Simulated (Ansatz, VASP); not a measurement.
# Two plane-wave programs on C

```
C
1.0
     2.47374    0.00000    0.00000
    -1.23687    2.14232    0.00000
     0.00000    0.00000    4.11898
C
4
Direct
  0.33333 0.66667 0.99992
  0.66667 0.33333 0.49992
  0.33333 0.66667 0.37408
  0.66667 0.33333 0.87408
```

Change from the starting cell: strained cell.

Alike in both runs: functional PBEsol; k mesh 9 × 9 × 6; occupations gaussian, width 0.02 eV; no spin polarisation.

Ansatz relaxed the structure, and its values are those at the end. VASP's run is a single point on that final structure, the one shown.

|  | VASP | Ansatz |
| --- | --- | --- |
| version | VASP 6.6.1 | Ansatz 0.2.0 |
| potentials or method | VASP PAW PBE potentials, release 64 (C_h), cutoff 1300 eV | scalar-relativistic, plane waves, PAW |
| valence electrons in the cell | 16 | 16 |

|  | VASP | Ansatz | Ansatz less VASP |
| --- | --- | --- | --- |
| gap on the k mesh at the Fermi level (eV) | 2.92 | 2.93 | +0.015 |
| least direct gap on the mesh (eV) | 4.96 | 4.96 | +0.002 |
| pressure (GPa) | 14.6 | 14.3 | -0.25 |

VASP's potentials were made for PBE, not for PBEsol, and Ansatz warns of the same on its side. The functional is the same, so the differences come from potentials, cutoffs and numerics. Ansatz's warnings: stress scf threshold loose.
